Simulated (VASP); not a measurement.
# CdS (Hawleyite) (F-43m) in VASP: further runs

CdS (Hawleyite) is run at these levels: SVWN5, PBE; tasks: relaxation of cell and atoms, single point.

Program: VASP 6.6.1. These are calculated values, not measurements. Logs are shortened: lines on timing, memory, paths and dates and some standing lists are left out, and cuts for length are marked.

### Step 1. The cell of the first run

The structure is cubic, space group F-43m (No. 216). The conventional cell has a = 5.833 Å, b = 5.833 Å, c = 5.833 Å, α = 90.00°, β = 90.00°, γ = 90.00°. Cd (site symmetry -43m) has 4 S at 2.53 Å within 3.3 Å. S (site symmetry -43m) has 4 Cd at 2.53 Å within 3.3 Å.

### Step 2. Relaxation of cell and atoms, SVWN5

The input, INCAR:

```
SYSTEM = CdS
ALGO     = Normal         ! electronic algorithm
EDIFF    = 1E-6           ! SCF threshold, eV
EDIFFG   = -0.01          ! ionic threshold
ENCUT    = 600            ! plane-wave cutoff, eV
GGA      = VW             ! functional
IBRION   = 2              ! ionic algorithm
ISIF     = 3              ! what is computed and relaxed
ISMEAR   = -1             ! smearing method
LASPH    = .True.         ! aspherical terms in the spheres
LCHARG   = .False.        ! write CHGCAR
LREAL    = .False.        ! projectors in reciprocal space
LWAVE    = .False.        ! write WAVECAR
NELM     = 60             ! most SCF steps
NSW      = 60             ! ionic steps
PREC     = Accurate       ! precision mode
SIGMA    = 0.05           ! smearing width, eV
```

The input, KPOINTS:

```
k-points
0
Gamma
  8 8 8
  0 0 0
```

The input, POSCAR:

```
CdS
1.0
    0.0000000000      2.9165000000      2.9165000000
    2.9165000000      0.0000000000      2.9165000000
    2.9165000000      2.9165000000      0.0000000000
Cd S
1 1
Direct
    0.0000000000      0.0000000000      0.0000000000
    0.7500000000      0.7500000000      0.7500000000
```

Potentials or basis: VASP PAW PBE potentials, release 64 (Cd, S).

Run with:

```bash
cat potpaw_PBE.64/Cd/POTCAR potpaw_PBE.64/S/POTCAR > POTCAR
mpirun -np 1 vasp_std > vasp.out
```

OUTCAR:

```text
SYSTEM = CdS
   EDIFF = 1E-6
   EDIFFG = -0.01
   ENCUT = 600
   GGA = VW
   IBRION = 2
   ISIF = 3
   ISMEAR = -1
   LASPH = .True.
   LREAL = .False.
   NELM = 60
   NSW = 60
   PREC = Accurate

 ion  position               nearest neighbor table
   1  0.000  0.000  0.000-   2 2.53   2 2.53   2 2.53   2 2.53
   2  0.750  0.750  0.750-   1 2.53   1 2.53   1 2.53   1 2.53

  LATTYP: Found a face centered cubic cell.
 ALAT       =     5.8330000000

  Lattice vectors:

 A1 = (   0.0000000000,   2.9165000000,   2.9165000000)
 A2 = (   2.9165000000,   0.0000000000,   2.9165000000)
 A3 = (   2.9165000000,   2.9165000000,   0.0000000000)

Analysis of symmetry for initial positions (statically):
=====================================================================
 Subroutine PRICEL returns:
 Original cell was already a primitive cell.

 Routine SETGRP: Setting up the symmetry group for a
 face centered cubic supercell.

 Subroutine GETGRP returns: Found 24 space group operations
 (whereof 24 operations were pure point group operations)
 out of a pool of 48 trial point group operations.

The static configuration has the point symmetry T_d .

Analysis of symmetry for dynamics (positions and initial velocities):
=====================================================================
 Subroutine PRICEL returns:
 Original cell was already a primitive cell.

 Routine SETGRP: Setting up the symmetry group for a
 face centered cubic supercell.

 Subroutine GETGRP returns: Found 24 space group operations
 (whereof 24 operations were pure point group operations)
 out of a pool of 48 trial point group operations.

The dynamic configuration has the point symmetry T_d .

 Subroutine INISYM returns: Found 24 space group operations
 (whereof 24 operations are pure point group operations),
 and found     1 'primitive' translations

----------------------------------------------------------------------------------------

                                     Primitive cell

  volume of cell :      49.6153

  direct lattice vectors                    reciprocal lattice vectors
     0.000000000  2.916500000  2.916500000    -0.171438368  0.171438368  0.171438368
     2.916500000  0.000000000  2.916500000     0.171438368 -0.171438368  0.171438368
     2.916500000  2.916500000  0.000000000     0.171438368  0.171438368 -0.171438368

  length of vectors
     4.124553855  4.124553855  4.124553855     0.296939964  0.296939964  0.296939964

  position of ions in fractional coordinates (direct lattice)
     0.000000000  0.000000000  0.000000000
     0.750000000  0.750000000  0.750000000

  ion indices of the primitive-cell ions
   primitive index   ion index
                 1           1
                 2           2

----------------------------------------------------------------------------------------

 KPOINTS: k-points

Automatic generation of k-mesh.
 Grid dimensions read from file:
 generate k-points for:    8    8    8

 Generating k-lattice:

  Cartesian coordinates                     Fractional coordinates (reciprocal lattice)
    -0.021429796  0.021429796  0.021429796     0.125000000  0.000000000  0.000000000
     0.021429796 -0.021429796  0.021429796     0.000000000  0.125000000  0.000000000
     0.021429796  0.021429796 -0.021429796     0.000000000  0.000000000  0.125000000

  Length of vectors
     0.037117495  0.037117495  0.037117495

  Shift w.r.t. Gamma in fractional coordinates (k-lattice)
     0.000000000  0.000000000  0.000000000

 Subroutine IBZKPT returns following result:
 ===========================================

 Found     29 irreducible k-points:

 Following reciprocal coordinates:
            Coordinates               Weight
  0.000000  0.000000  0.000000      1.000000
  0.125000  0.000000  0.000000      8.000000
  0.250000  0.000000  0.000000      8.000000
  0.375000  0.000000  0.000000      8.000000
  0.500000  0.000000  0.000000      4.000000
  0.125000  0.125000  0.000000      6.000000
[... 16 lines left out ...]
  0.500000  0.250000  0.125000     48.000000
 -0.375000  0.250000  0.125000     24.000000
 [... further k-points ...]
   k-points           NKPTS =     29   k-points in BZ     NKDIM =     29   number of bands    NBANDS=     13
   number of dos      NEDOS =    301   number of ions     NIONS =      2
   total plane-waves  NPLWV =  46656
   dimension x,y,z NGX =    36 NGY =   36 NGZ =   36
   dimension x,y,z NGXF=    72 NGYF=   72 NGZF=   72
   ions per type =               1   1
   NGX,Y,Z   is equivalent  to a cutoff of  14.51, 14.51, 14.51 a.u.
   NGXF,Y,Z  is equivalent  to a cutoff of  29.02, 29.02, 29.02 a.u.
 SYSTEM =  CdS
   PREC   = accura    normal or accurate (medium, high low for compatibility)
   ISTART =      0    job   : 0-new  1-cont  2-samecut
   ICHARG =      2    charge: 1-file 2-atom 10-const
   ISPIN  =      1    spin polarized calculation?
   LNONCOLLINEAR =      F non collinear calculations
   LSORBIT =      F    spin-orbit coupling
   LASPH  =      T    aspherical Exc in radial PAW
   ENCUT  =  600.0 eV  44.10 Ry    6.64 a.u.   8.24  8.24  8.24*2*pi/ulx,y,z
   NELM   =     60;   NELMIN=  2; NELMDL= -5     # of ELM steps
   EDIFF  = 0.1E-05   stopping-criterion for ELM
   LREAL  =      F    real-space projection
   EDIFFG = -.1E-01   stopping-criterion for IOM
   NSW    =     60    number of steps for IOM
   IBRION =      2    ionic relax: 0-MD 1-quasi-New 2-CG
   NFREE  =      1    steps in history (QN), initial steepest desc. (CG)
   ISIF   =      3    stress and relaxation
   ISYM   =      2    0-nonsym 1-usesym 2-fastsym
   POTIM  = 0.5000    time-step for ionic-motion
   TEBEG  =    0.0;   TEEND  =   0.0 temperature during run
   PSTRESS=    0.0 pullay stress
   NELECT =      18.0000    total number of electrons
   NUPDOWN=      -1.0000    fix difference up-down
   EMIN   =  10.00;   EMAX   =-10.00  energy-range for DOS
   EFERMI =   0.00;   METHOD = LEGACY
   ISMEAR =    -1;   SIGMA  =   0.05  broadening in eV -4-tet -1-fermi 0-gaus
   EFERMI_NEDOS =   21; number of points for ismear=-14 and -15
   IALGO  =     38    algorithm
   IMIX   =      4    mixing-type and parameters
     AMIX     =   0.40;   BMIX     =  1.00
     AMIX_MAG =   1.60;   BMIX_MAG =  1.00
  volume/ion in A,a.u.               =      24.81       167.41
  Fermi-wavevector in a.u.,A,eV,Ry     =   1.167599  2.206442 18.548649  1.363287
  Thomas-Fermi vector in A             =   2.304097
   LORBIT       =      0    0 simple, 1 ext, 2 COOP (PROOUT), +10 PAW based schemes
   GGA     = VW    functional components
   LHFCALC =     F    Hartree Fock is set to
   AEXX    =    0.0000 exact exchange contribution
   IVDW    =     0    specifies the selected vdW correction
   LEPSILON=     F    determine dielectric tensor
   LRPA    =     F    only Hartree local field effects (RPA)
 conjugate gradient relaxation of ions
 non-spin polarized calculation
  energy-cutoff  :      600.00
  volume of cell :       49.62
 maximum number of plane-waves:      1676
 NGX is ok and might be reduce to    36
   NGX = 17   NGY = 17   NGZ = 17

--------------------------------------- Ionic step        1  -------------------------------------------

 number of electron      17.9999999 magnetization

 Free energy of the ion-electron system (eV)
  ---------------------------------------------------
  ext. energy  EPLUGINS =         0.00000000
  ---------------------------------------------------
  free energy    TOTEN  =        -7.36503676 eV

  energy without entropy =       -7.36503534  energy(sigma->0) =       -7.36503605

------------------------ aborting loop because EDIFF is reached ----------------------------------------

  FORCE on cell =-STRESS in cart. coord.  units (eV):
  Direction    XX          YY          ZZ          XY          YZ          ZX
  --------------------------------------------------------------------------------------
  -------------------------------------------------------------------------------------
  Total       -0.6491362     -0.6491362     -0.6491362      0.0000000      0.0000000     -0.0000000
  in kB      -20.9618905    -20.9618905    -20.9618905      0.0000000      0.0000000     -0.0000000
  external PRESSURE =     -20.9618905 kB  Pullay stress =       0.0000000 kB
[... 57 lines left out ...]
  energy  without entropy=       -7.3738798822  energy(sigma->0) =       -7.37388015

--------------------------------------- Ionic step        3  -------------------------------------------

 number of electron      18.0000001 magnetization

 Free energy of the ion-electron system (eV)
  ---------------------------------------------------
  ext. energy  EPLUGINS =         0.00000000
  ---------------------------------------------------
  free energy    TOTEN  =        -7.37596268 eV

  energy without entropy =       -7.37596197  energy(sigma->0) =       -7.37596232

 E-fermi :   1.8406     XC(G=0):  -9.7311

 val. band max:        1.3327869987   @ k =   0.0000   0.0000   0.0000
 cond. band min:       2.2749695990   @ k =   0.0000   0.0000   0.0000
 fundamental gap:      0.9421826003
 Fermi energy:         1.8406072641

 k-point     1 :       0.0000    0.0000    0.0000
  band No.  band energies     occupation
      1     -11.2562      2.00000
      2      -6.5640      2.00000
      3      -6.5640      2.00000
      4      -6.5640      2.00000
      5      -6.0308      2.00000
      6      -6.0308      2.00000
      7       1.3328      1.99992
      8       1.3328      1.99992
      9       1.3328      1.99992
     10       2.2750      0.00034
     11       7.7009      0.00000
     12       7.7009      0.00000
     13       7.7009      0.00000
[... 353 lines left out ...]
 k-point    24 :      -0.3750    0.2500    0.1250
  band No.  band energies     occupation
      1     -10.7056      2.00000
      2      -6.3870      2.00000
      3      -6.3417      2.00000
      4      -6.0642      2.00000
      5      -6.0022      2.00000
      6      -5.4903      2.00000
      7      -3.0890      2.00000
      8      -0.7741      2.00000
      9      -0.0001      2.00000
     10       5.6098      0.00000
     11       6.9452      0.00000
     12       8.4429      0.00000
     13       9.5983      0.00000

 [... further k-points ...]
[... 5 lines left out ...]
  --------------------------------------------------------------------------------------
  -------------------------------------------------------------------------------------
  Total       -0.0073246     -0.0073246     -0.0073246      0.0000000      0.0000000     -0.0000000
  in kB       -0.2445153     -0.2445153     -0.2445153      0.0000000      0.0000000     -0.0000000
  external PRESSURE =      -0.2445153 kB  Pullay stress =       0.0000000 kB
[... 17 lines left out ...]
  FREE ENERGIE OF THE ION-ELECTRON SYSTEM (eV)
  ---------------------------------------------------
  free  energy   TOTEN  =        -7.3759626829 eV

  energy  without entropy=       -7.3759619660  energy(sigma->0) =       -7.37596232

 reached required accuracy - stopping structural energy minimisation
```

Run time: 20 s. Hardware: 1 thread of Intel Xeon 6975P-C (Granite Rapids), shared host; peak memory 0.19 GiB.

Results:

* Free energy: -7.3760 eV
* Relaxed volume: 24.00 Å³/atom
* Relaxed cell: a = 4.079 Å, b = 4.079 Å, c = 4.079 Å, α = 60.00°, β = 60.00°, γ = 60.00°
* Space group after relaxing (to 0.05 Å): F-43m (No. 216)
* Energy gained by relaxing: 5.5 meV/atom
* Ionic steps: 3
* Pressure after relaxing: 0.0 GPa
* Band gap on the k mesh: 0.94 eV, direct

The path:
```tsv
step	energy change (eV)	largest force (eV/Å)	pressure (GPa)	volume (Å³)
1	0.0000	0.0000	-2.10	49.62
2	-0.0088	0.0000	0.96	47.32
3	-0.0109	0.0000	-0.02	47.99
```

Final structure:
```
Cd S
1.0
     0.00000    2.88438    2.88438
     2.88438    0.00000    2.88438
     2.88438    2.88438    0.00000
Cd S
1 1
Cartesian
  0.0000 0.0000 0.0000
  4.3266 4.3266 4.3266
```

Caveat: the PAW data sets were made with another functional, which shifts forces and pressure a little.

### Step 3. Single point, PBE, non-collinear spin, zero start, spin-orbit coupling

This run uses another cell than the first one, of 23.32 Å³/atom, 0.940 times its volume.

The input, INCAR:

```
SYSTEM = CdS
ALGO = Normal
EDIFF = 1E-6
ENCUT = 520
GGA = PE
GGA_COMPAT = .FALSE.
ISIF = 2
ISMEAR = -1
LASPH = .TRUE.
LCHARG = .FALSE.
LNONCOLLINEAR = .TRUE.
LORBIT = 11
LORBMOM = .TRUE.
LREAL = .FALSE.
LSORBIT = .TRUE.
LWAVE = .FALSE.
MAGMOM = 0 0 0 0 0 0
NBANDS = 30
NELM = 150
PREC = Accurate
SIGMA = 0.05
```

The input, KPOINTS:

```
k-points
0
G
  8 8 8
  0 0 0
```

The input, POSCAR:

```
CdS
1.0
    0.0000000000      2.8569628861      2.8569628861
    2.8569628861      0.0000000000      2.8569628861
    2.8569628861      2.8569628861      0.0000000000
Cd S
1 1
Direct
    0.0000000000      0.0000000000      0.0000000000
    0.7500000000      0.7500000000      0.7500000000
```

Potentials or basis: VASP PAW PBE potentials, release 64 (Cd, S).

Run with:

```bash
cat potpaw_PBE.64/Cd/POTCAR potpaw_PBE.64/S/POTCAR > POTCAR
mpirun -np 1 vasp_ncl > vasp.out
```

Wall time 56 s (1 thread of Intel Xeon 6975P-C (Granite Rapids), shared host); peak memory 0.32 GiB.

The run converged. Its results:

```
Free energy                                           : -6.0494 eV
Pressure                                              : 7.9 GPa
Net moment                                            : 0.00 μB per cell
Valence electrons inside the program's atomic spheres : Cd 10.37; S 3.75
```

Moments on the atoms (μB; x, y, z):
```
Cd  0.00 0.00 0.00
S   0.00 0.00 0.00
```

### Step 4. Single point, PBE, non-collinear spin, zero start, spin-orbit coupling

This run uses another cell than the first one, of 23.82 Å³/atom, 0.960 times its volume.

The input, INCAR:

```
PREC     = Accurate       # precision mode
ENCUT    = 520            # plane-wave cutoff, eV
EDIFF    = 1E-6           # SCF threshold, eV
ISMEAR   = -1             # smearing method
SIGMA    = 0.05           # smearing width, eV
LREAL    = False          # projectors in reciprocal space
LASPH    = True           # aspherical terms in the spheres
NELM     = 150            # most SCF steps
ALGO     = Normal         # electronic algorithm
ISIF     = 2              # what is computed and relaxed
LWAVE    = False          # write WAVECAR
LCHARG   = False          # write CHGCAR
MAGMOM   = 0 0 0 0 0 0    # initial moments
LORBIT   = 11             # projections on sites
LSORBIT  = True           # spin-orbit coupling
GGA_COMPAT= False        
LORBMOM  = True         
GGA      = PE             # functional
NBANDS   = 30             # bands
```

The input, KPOINTS:

```
Automatic mesh
0
Gamma
  8 8 8
```

The input, POSCAR:

```
CdS
1.0
    0.0000000000      2.8770830059      2.8770830059
    2.8770830059      0.0000000000      2.8770830059
    2.8770830059      2.8770830059      0.0000000000
Cd S
1 1
Direct
    0.0000000000      0.0000000000      0.0000000000
    0.7500000000      0.7500000000      0.7500000000
```

Run with:

```bash
cat potpaw_PBE.64/Cd/POTCAR potpaw_PBE.64/S/POTCAR > POTCAR
mpirun -np 1 vasp_ncl > vasp.out
```

It took 56 s on 1 thread of Intel Xeon 6975P-C (Granite Rapids), shared host; peak memory 0.32 GiB.

The run converged. Its results:

```
Free energy                                           : -6.0932 eV
Pressure                                              : 6.2 GPa
Net moment                                            : 0.00 μB per cell
Valence electrons inside the program's atomic spheres : Cd 10.36; S 3.75
```

Moments on the atoms (μB; x, y, z):
```
Cd  0.00 0.00 0.00
S   0.00 0.00 0.00
```

(Continued in part 2 of 2.)
